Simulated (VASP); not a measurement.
# Cu5Si3 in VASP: a series of runs

Cu5Si3 is run at these levels: PBE; tasks: single point.

Program: VASP 6.6.1. These are calculated values, not measurements. Logs are shortened: lines on timing, memory, paths and dates and some standing lists are left out, and cuts for length are marked.

**1. The cell of the first run**

The cell holds an amorphous packing of atoms, 24 atoms: a = 6.705 Å, b = 6.774 Å, c = 6.900 Å, α = 89.74°, β = 92.09°, γ = 87.50°.

**2. Single point, PBE**

INCAR reads:

```
SYSTEM = Cu5Si3
ALGO     = Normal         ! electronic algorithm
EDIFF    = 1E-7           ! SCF threshold, eV
ENCUT    = 520            ! plane-wave cutoff, eV
GGA      = PE             ! functional
ISIF     = 2              ! what is computed and relaxed
ISMEAR   = -1             ! smearing method
ISYM     = 0            
LASPH    = .True.         ! aspherical terms in the spheres
LCHARG   = .False.        ! write CHGCAR
LREAL    = Auto         
LWAVE    = .False.        ! write WAVECAR
NBANDS   = 118            ! bands
NELM     = 80             ! most SCF steps
PREC     = Accurate       ! precision mode
SIGMA    = 0.1853         ! smearing width, eV
```

KPOINTS reads:

```
Automatic mesh
0
Gamma
  1 1 1
  0.25 0.25 0.25
```

POSCAR reads:

```
Cu5Si3
1.0
    6.7017400000      0.1472560000     -0.1241750000
    0.1472560000      6.7720700000      0.0166020000
   -0.1241750000      0.0166020000      6.8991740000
Cu Si
15 9
Direct
    0.2810899336      0.5518485440      0.9786080990
    0.8317346098      0.3384034635      0.6486655462
    0.4898378363      0.9413760399      0.1556439783
    0.7393309910      0.9717474677      0.4861584118
    0.1423529824      0.8701571398      0.1265273687
    0.5847425977      0.1576243276      0.9448357924
    0.5296134666      0.3131609489      0.2315005614
    0.9691012379      0.6716127988      0.8132840294
    0.1067143053      0.4733670227      0.2994859109
    0.9103358357     -0.0006745378      0.8743286009
    0.8874996845      0.3667826979      0.0197711997
    0.2442547495     -0.1067128416      0.7991118908
    0.2583534159      0.2412493608      0.0832038464
    0.5676007965      0.8623508726      0.7911037002
    0.4165061129      0.6682504701      0.2795455445
    0.7416402638      0.6696579603      0.5056281402
    0.5144105678      0.4092143303      0.5863671732
    0.2391723608      0.6402642131      0.5941672962
    0.3977740609      0.1041133639      0.4494274393
    0.1325049269      0.2092331874      0.7310602849
    0.7373139783      0.6878418546      0.1893088090
    0.9108634060      0.2180577436      0.3483070972
    0.0657349199      0.9536346920      0.4444193451
    0.6068141911      0.5199051811      0.9075828043
```

Potentials or basis: VASP PAW PBE potentials, release 64 (Cu, Si).

The run is started by

```console
$ cat potpaw_PBE.64/Cu/POTCAR potpaw_PBE.64/Si/POTCAR > POTCAR
$ mpirun -np 1 vasp_std > vasp.out
```

OUTCAR:

```text
SYSTEM = Cu5Si3
   EDIFF = 1E-7
   ENCUT = 520
   GGA = PE
   ISIF = 2
   ISMEAR = -1
   ISYM = 0
   LASPH = .True.
   LREAL = Auto
   NELM = 80
   PREC = Accurate

 ion  position               nearest neighbor table
   1  0.281  0.552  0.979-  13 2.23  24 2.26  15 2.39   8 2.45   5 2.54   9 2.60  12 2.62  18 2.72

   2  0.832  0.338  0.649-  17 2.19  20 2.22  22 2.30  16 2.49  11 2.58  24 2.65   8 2.71  10 2.79

   3  0.490  0.941  0.156-  15 2.12   6 2.19  21 2.34  19 2.40   5 2.40  13 2.54   7 2.60  14 2.64
                             4 2.79
   4  0.739  0.972  0.486-  16 2.05  23 2.22  22 2.29  19 2.43  14 2.56   3 2.79  21 2.82
   5  0.142  0.870  0.127-  23 2.34  12 2.39   3 2.40  10 2.43  15 2.45   1 2.54  13 2.68
   6  0.585  0.158  0.945-   3 2.19  14 2.27   7 2.28  10 2.46  13 2.46  24 2.48  11 2.56
   7  0.530  0.313  0.232-  13 2.13   6 2.28  19 2.29  15 2.52  17 2.54   3 2.60  22 2.70  24 2.71
                            21 2.97
   8  0.969  0.672  0.813-  10 2.28  18 2.40  12 2.43   1 2.45  16 2.57  11 2.59   2 2.71  24 2.78

   9  0.107  0.473  0.299-  22 2.25  13 2.39  18 2.49  11 2.51  15 2.52   1 2.60  21 2.89
  10  0.910  0.999  0.874-   8 2.28  20 2.34  12 2.40   5 2.43   6 2.46  14 2.56  11 2.69   2 2.79

  11  0.887  0.367  0.020-  24 2.22  22 2.47   9 2.51   6 2.56   2 2.58   8 2.59  13 2.61  21 2.65
                            10 2.69  20 2.81
  12  0.244  0.893  0.799-  14 2.17  18 2.23  20 2.28   5 2.39  10 2.40   8 2.43   1 2.62  23 2.71

  13  0.258  0.241  0.083-   7 2.13   1 2.23   9 2.39   6 2.46   3 2.54  20 2.56  11 2.61   5 2.68
                            19 2.80
  14  0.568  0.862  0.791-  12 2.17   6 2.27  24 2.45   4 2.56  10 2.56   3 2.64  16 2.65
  15  0.417  0.668  0.280-   3 2.12  21 2.27   1 2.39   5 2.45   9 2.52   7 2.52  18 2.52  16 2.63
                            17 2.79
  16  0.742  0.670  0.506-   4 2.05  21 2.18  17 2.46   2 2.49   8 2.57  15 2.63  14 2.65  23 3.00
                            24 3.13
  17  0.514  0.409  0.586-   2 2.19  18 2.37  24 2.41  19 2.42  16 2.46   7 2.54  15 2.79  20 3.14

  18  0.239  0.640  0.594-  12 2.23  17 2.37   8 2.40   9 2.49  15 2.52  23 2.57   1 2.72
  19  0.398  0.104  0.449-   7 2.29   3 2.40  17 2.42   4 2.43  23 2.49  20 2.76  13 2.80
  20  0.133  0.209  0.731-   2 2.22  12 2.28  10 2.34  13 2.56  23 2.67  19 2.76  11 2.81  22 2.98
                            17 3.14
  21  0.737  0.688  0.189-  16 2.18  15 2.27   3 2.34  24 2.41  11 2.65   4 2.82   9 2.89   7 2.97

  22  0.911  0.218  0.348-  23 2.12   9 2.25   4 2.29   2 2.30  11 2.47   7 2.70  20 2.98
  23  0.066  0.954  0.444-  22 2.12   4 2.22   5 2.34  19 2.49  18 2.57  20 2.67  12 2.71  16 3.00

  24  0.607  0.520  0.908-  11 2.22   1 2.26  17 2.41  21 2.41  14 2.45   6 2.48   2 2.65   7 2.71
                             8 2.78  16 3.13

IMPORTANT INFORMATION: All symmetrisations will be switched off!
NOSYMM: (Re-)initialisation of all symmetry stuff for point group C_1.

----------------------------------------------------------------------------------------

                                     Primitive cell

  volume of cell :     312.8601

  direct lattice vectors                    reciprocal lattice vectors
     6.701740000  0.147256000 -0.124175000     0.149336424 -0.003253870  0.002695666
     0.147256000  6.772070000  0.016602000    -0.003253870  0.147737106 -0.000414076
    -0.124175000  0.016602000  6.899174000     0.002695666 -0.000414076  0.144994402

  length of vectors
     6.704507647  6.773691168  6.900311365     0.149396191  0.147773515  0.145020049

  position of ions in fractional coordinates (direct lattice)
     0.281089934  0.551848544  0.978608099
     0.831734610  0.338403464  0.648665546
     0.489837836  0.941376040  0.155643978
     0.739330991  0.971747468  0.486158412
     0.142352982  0.870157140  0.126527369
     0.584742598  0.157624328  0.944835792
[... 16 lines left out ...]
     0.065734920  0.953634692  0.444419345
     0.606814191  0.519905181  0.907582804

  ion indices of the primitive-cell ions
   primitive index   ion index
                 1           1
                 2           2
                 3           3
                 4           4
                 5           5
                 6           6
[... 16 lines left out ...]
                23          23
                24          24

----------------------------------------------------------------------------------------

 KPOINTS: Automatic mesh

Automatic generation of k-mesh.
 Grid dimensions read from file:
 generate k-points for:    1    1    1

 Generating k-lattice:

  Cartesian coordinates                     Fractional coordinates (reciprocal lattice)
     0.149336424 -0.003253870  0.002695666     1.000000000  0.000000000 -0.000000000
    -0.003253870  0.147737106 -0.000414076    -0.000000000  1.000000000  0.000000000
     0.002695666 -0.000414076  0.144994402     0.000000000  0.000000000  1.000000000

  Length of vectors
     0.149396191  0.147773515  0.145020049

  Shift w.r.t. Gamma in fractional coordinates (k-lattice)
     0.250000000  0.250000000  0.250000000

 Subroutine IBZKPT returns following result:
 ===========================================

 Found      1 irreducible k-points:

 Following reciprocal coordinates:
            Coordinates               Weight
  0.250000  0.250000  0.250000      2.000000
   k-points           NKPTS =      1   k-points in BZ     NKDIM =      1   number of bands    NBANDS=    118
   number of dos      NEDOS =    301   number of ions     NIONS =     24
   total plane-waves  NPLWV = 135000
   dimension x,y,z NGX =    50 NGY =   50 NGZ =   54
   dimension x,y,z NGXF=   100 NGYF=  100 NGZF=  108
   ions per type =              15   9
   NGX,Y,Z   is equivalent  to a cutoff of  12.40, 12.27, 13.01 a.u.
   NGXF,Y,Z  is equivalent  to a cutoff of  24.80, 24.54, 26.02 a.u.
 SYSTEM =  Cu5Si3
   PREC   = accura    normal or accurate (medium, high low for compatibility)
   ISTART =      0    job   : 0-new  1-cont  2-samecut
   ICHARG =      2    charge: 1-file 2-atom 10-const
   ISPIN  =      1    spin polarized calculation?
   LNONCOLLINEAR =      F non collinear calculations
   LSORBIT =      F    spin-orbit coupling
   LASPH  =      T    aspherical Exc in radial PAW
   ENCUT  =  520.0 eV  38.22 Ry    6.18 a.u.  12.47 12.59 12.83*2*pi/ulx,y,z
   NELM   =     80;   NELMIN=  2; NELMDL= -5     # of ELM steps
   EDIFF  = 0.1E-06   stopping-criterion for ELM
   LREAL  =      T    real-space projection
   EDIFFG = 0.1E-05   stopping-criterion for IOM
   NSW    =      0    number of steps for IOM
   IBRION =     -1    ionic relax: 0-MD 1-quasi-New 2-CG
   NFREE  =      0    steps in history (QN), initial steepest desc. (CG)
   ISIF   =      2    stress and relaxation
   ISYM   =      0    0-nonsym 1-usesym 2-fastsym
   POTIM  = 0.5000    time-step for ionic-motion
   TEBEG  =    0.0;   TEEND  =   0.0 temperature during run
   PSTRESS=    0.0 pullay stress
   NELECT =     201.0000    total number of electrons
   NUPDOWN=      -1.0000    fix difference up-down
   EMIN   =  10.00;   EMAX   =-10.00  energy-range for DOS
   EFERMI =   0.00;   METHOD = LEGACY
   ISMEAR =    -1;   SIGMA  =   0.19  broadening in eV -4-tet -1-fermi 0-gaus
   EFERMI_NEDOS =   21; number of points for ismear=-14 and -15
   IALGO  =     38    algorithm
   IMIX   =      4    mixing-type and parameters
     AMIX     =   0.40;   BMIX     =  1.00
     AMIX_MAG =   1.60;   BMIX_MAG =  1.00
  volume/ion in A,a.u.               =      13.04        87.97
  Fermi-wavevector in a.u.,A,eV,Ry     =   1.412614  2.669453 27.150123  1.995478
  Thomas-Fermi vector in A             =   2.534344
   LORBIT       =      0    0 simple, 1 ext, 2 COOP (PROOUT), +10 PAW based schemes
   GGA     = PE    functional components
   LHFCALC =     F    Hartree Fock is set to
   AEXX    =    0.0000 exact exchange contribution
   IVDW    =     0    specifies the selected vdW correction
   LEPSILON=     F    determine dielectric tensor
   LRPA    =     F    only Hartree local field effects (RPA)
 non-spin polarized calculation
  energy-cutoff  :      520.00
  volume of cell :      312.86
 maximum number of plane-waves:      8415
 NGX is ok and might be reduce to    50
   NGX = 25   NGY = 25   NGZ = 25

 number of electron     201.0000003 magnetization

 Free energy of the ion-electron system (eV)
  ---------------------------------------------------
  ext. energy  EPLUGINS =         0.00000000
  ---------------------------------------------------
  free energy    TOTEN  =       -94.64747284 eV

  energy without entropy =      -93.64533572  energy(sigma->0) =      -94.14640428

 E-fermi :   8.5771     XC(G=0): -11.8780

 val. band max:        8.5345775082   @ k =   0.2500   0.2500   0.2500
 cond. band min:       8.8315063860   @ k =   0.2500   0.2500   0.2500
 fundamental gap:      0.2969288778
 Fermi energy:         8.5770732481

 k-point     1 :       0.2500    0.2500    0.2500
  band No.  band energies     occupation
      1      -3.6490      2.00000
      2      -2.8785      2.00000
      3      -1.9129      2.00000
      4      -1.3013      2.00000
      5      -0.7741      2.00000
      6      -0.4343      2.00000
[... 104 lines left out ...]
    111      11.1101      0.00000
    112      11.3432      0.00000
 [bands above 112 left out]

------------------------ aborting loop because EDIFF is reached ----------------------------------------

  FORCE on cell =-STRESS in cart. coord.  units (eV):
  Direction    XX          YY          ZZ          XY          YZ          ZX
  --------------------------------------------------------------------------------------
  -------------------------------------------------------------------------------------
  Total       35.8368698     43.8719860     16.4246112     -3.9428585     -8.7867963     -4.6301254
  in kB      183.5229682    224.6713266     84.1115145    -20.1916379    -44.9977619    -23.7111770
  external PRESSURE =     164.1019364 kB  Pullay stress =       0.0000000 kB

 VOLUME and BASIS-vectors are now :
 -----------------------------------------------------------------------------
  energy-cutoff  :      520.00
  volume of cell :      312.86
      direct lattice vectors                 reciprocal lattice vectors
     6.701740000  0.147256000 -0.124175000     0.149336424 -0.003253870  0.002695666
     0.147256000  6.772070000  0.016602000    -0.003253870  0.147737106 -0.000414076
    -0.124175000  0.016602000  6.899174000     0.002695666 -0.000414076  0.144994402

 POSITION                                       TOTAL-FORCE (eV/Angst)
 -----------------------------------------------------------------------------------
      1.84354      3.79480      6.72584        -0.592203      0.902538     -0.714055
      5.54335      2.42494      4.37759         0.277013      0.235279      0.844377
      3.40206      6.44978      1.02862         0.766256      1.454370     -0.279506
      5.03753      6.69768      3.27842        -1.355026      2.490986      0.542398
      1.06644      5.91583      0.86970        -0.949692     -0.439239      0.440033
      3.82468      1.16924      6.44859         0.773422      1.684199     -1.998236
[... 16 lines left out ...]
      0.52578      6.47514      3.07380         2.907171     -3.174353      1.224053
      4.03057      3.62526      6.19485         0.510136      0.519888     -0.341220
 -----------------------------------------------------------------------------------
    total drift:                               -0.000817      0.004927      0.005792

  FREE ENERGIE OF THE ION-ELECTRON SYSTEM (eV)
  ---------------------------------------------------
  free  energy   TOTEN  =       -94.6474728429 eV

  energy  without entropy=      -93.6453357198  energy(sigma->0) =      -94.14640428
```

It took 6 min on 1 thread of AMD EPYC 7R13, shared host; peak memory 0.32 GiB.

Results:

```yaml
Free_energy: -94.6475 eV
Pressure: 16.4 GPa
Largest_force: 4.475 eV/Å
```

Forces on the atoms (eV/Å):
```
Cu  -0.592  0.903 -0.714
Cu   0.277  0.235  0.844
Cu   0.766  1.454 -0.280
Cu  -1.355  2.491  0.542
Cu  -0.950 -0.439  0.440
Cu   0.773  1.684 -1.998
Cu   2.427  1.443  1.543
Cu  -0.947 -1.288 -0.162
Cu  -0.049  1.176  0.217
Cu  -1.061  1.431  0.257
Cu   1.006 -0.446  0.514
Cu  -0.896  0.728  0.258
Cu  -2.752 -2.398 -0.990
Cu   2.142 -1.367 -0.881
Cu  -1.122 -2.458  2.328
Si   0.518 -2.939  2.565
Si  -1.751 -0.417 -1.754
Si  -0.801 -0.192 -0.809
Si  -0.908  0.043  1.132
Si   1.507  0.673 -0.256
Si   1.585 -0.278 -1.978
Si  -1.234  2.615 -1.702
Si   2.907 -3.174  1.224
Si   0.510  0.520 -0.341
```

Caveat: the k points lie up to 0.94 Å⁻¹ apart.

**3. Single point, PBE**

INCAR reads:

```
PREC     = Accurate       # precision mode
ENCUT    = 520            # plane-wave cutoff, eV
EDIFF    = 1E-7           # SCF threshold, eV
ISMEAR   = -1             # smearing method
SIGMA    = 0.1853         # smearing width, eV
LREAL    = Auto         
LASPH    = T              # aspherical terms in the spheres
NELM     = 100            # most SCF steps
ALGO     = Normal         # electronic algorithm
ISIF     = 2              # what is computed and relaxed
LWAVE    = F              # write WAVECAR
LCHARG   = F              # write CHGCAR
GGA      = PE             # functional
NBANDS   = 118            # bands
ISYM     = 0
```

KPOINTS is that of step 2.

POSCAR reads:

```
Cu5Si3
1.0
    6.7017400000      0.1472560000     -0.1241750000
    0.1472560000      6.7720700000      0.0166020000
   -0.1241750000      0.0166020000      6.8991740000
Cu Si
15 9
Direct
    0.3161561560      0.5725774136      0.9957706184
    0.8648044384      0.4128686712      0.6550906885
    0.5542544718      0.9605812702      0.1751054516
    0.7484334546      1.0502930753      0.4721995356
    0.0862429120      0.8717288255      0.1500774979
    0.6135329641      0.2124266805      0.8846668816
    0.5425610747      0.3531840598      0.2063275922
    0.9786808051      0.6911837279      0.7726051926
    0.1799978607      0.4905206552      0.2696675878
    0.9418335394      0.0041160192      0.8979876208
    0.8921997032      0.3026730312      0.0552515302
    0.2830500005     -0.1219444426      0.8153530054
    0.2763890023      0.1847168464      0.0484066550
    0.6243745214      0.8317630020      0.8527787206
    0.4314129721      0.6731889844      0.3463393476
    0.7266487983      0.6941893030      0.5133147365
    0.5258945914      0.4071777347      0.5408832994
    0.2426058874      0.5640788532      0.6162719985
    0.3877433194      0.1174792098      0.4083868064
    0.1952969102      0.2048857727      0.6983835283
    0.8133344807      0.7066195213      0.1646642789
    0.9692636633      0.2703499054      0.3837866629
    0.1244307017      0.8898312638      0.4779078197
    0.6638808633      0.5162329644      0.9443312934
```

Potentials or basis: VASP PAW PBE potentials, release 64 (Cu, Si).

The run is started by

```console
$ cat potpaw_PBE.64/Cu/POTCAR potpaw_PBE.64/Si/POTCAR > POTCAR
$ mpirun -np 1 vasp_std > vasp.out
```

Run time: 5.7 min. Hardware: 1 thread of AMD EPYC 7R13, shared host; peak memory 0.32 GiB.

Results (log left out):

```yaml
Free_energy: -96.5535 eV
Pressure: 14.3 GPa
Largest_force: 2.975 eV/Å
```

Forces on the atoms (eV/Å):
```
Cu   0.535  0.493 -1.529
Cu  -0.429 -2.343  0.966
Cu   0.244  0.142 -0.919
Cu  -0.164 -0.395  1.062
Cu   2.266 -0.726  1.047
Cu  -1.323 -2.230 -1.446
Cu   0.344 -0.397  0.253
Cu   0.006  0.652  0.794
Cu  -2.271 -1.172  0.342
Cu  -1.078  1.917 -2.003
Cu   2.239  0.434  1.021
Cu  -0.358  0.765 -0.179
Cu  -0.932 -0.375 -0.303
Cu   0.752  0.655 -0.567
Cu   0.399  1.860 -0.470
Si   1.039  0.715 -0.027
Si   1.694 -1.213  0.520
Si  -1.406  0.509  0.363
Si  -0.783 -0.037  0.526
Si  -0.167 -0.251 -0.138
Si  -0.142 -0.218  1.436
Si   0.697 -0.293  0.063
Si  -0.528  0.127  0.987
Si  -0.634  1.382 -1.799
```

Stress tensor (GPa, compression positive):
```
15.69  0.53 -1.27
 0.53 17.14 -3.31
-1.27 -3.31 10.15
```

Levels at points of the mesh, in eV from the Fermi level:
```csv
k point,band 98,band 99,band 100,band 101,band 102,band 103,band 104,band 105
"(0.25, 0.25, 0.25)",-0.60,-0.48,-0.28,0.00,0.25,0.48,0.78,1.09
```

Caveat: the k points lie up to 0.94 Å⁻¹ apart.

[end of part 1 of 2]
